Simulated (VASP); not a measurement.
Write the native input for VASP 6.6.1 that does the following.

| Quantity | Value |
| --- | --- |
| Task | single point |
| Functional | LDA |
| Potentials or basis | VASP PAW LDA potentials, release 64 (Mg) |
| Cutoff | 520 eV |
| k mesh | 9 × 9 × 9 |
| Occupations | fermi-dirac, width 0.15 eV |
| Spin | no spin polarisation |
| Dipole correction | no |
| Further INCAR settings | ALGO = Normal; EDIFF = 1e-06; NBANDS = 7 |

The structure of Mg lies in POSCAR:

```
Mg
1.0
   -1.4966400000      1.4616900000      1.4767400000
    1.4517500000     -1.4540400000      1.4241900000
    1.4919600000      1.4493500000     -1.4690800000
Mg
1
Direct
    0.0000000000      0.0000000000      0.0000000000
```

The input as run:

INCAR

```
PREC = Accurate ; ENCUT = 520
EDIFF = 1E-6 ; ISMEAR = -1
SIGMA = 0.15 ; LREAL = False
LASPH = True ; NELM = 100
ALGO = Normal ; ISIF = 2
LWAVE = False ; LCHARG = False
GGA = CA ; NBANDS = 7
```

KPOINTS

```
regular mesh
0
Gamma
  9 9 9
```

Potentials or basis: VASP PAW LDA potentials, release 64 (Mg).

The run is started by

```sh
$ cat potpaw_LDA.64/Mg/POTCAR > POTCAR
$ mpirun -np 1 vasp_std > vasp.out
```

It gave:

* Pressure: 64.2 GPa
* Band gap on the k mesh: zero (bands 1 and 2 overlap by 3.19 eV)

Caveat: the cell stands under pressure.

It took 40 s on 1 thread of Intel Xeon 8259CL, on a shared host, peak memory 0.14 GiB.
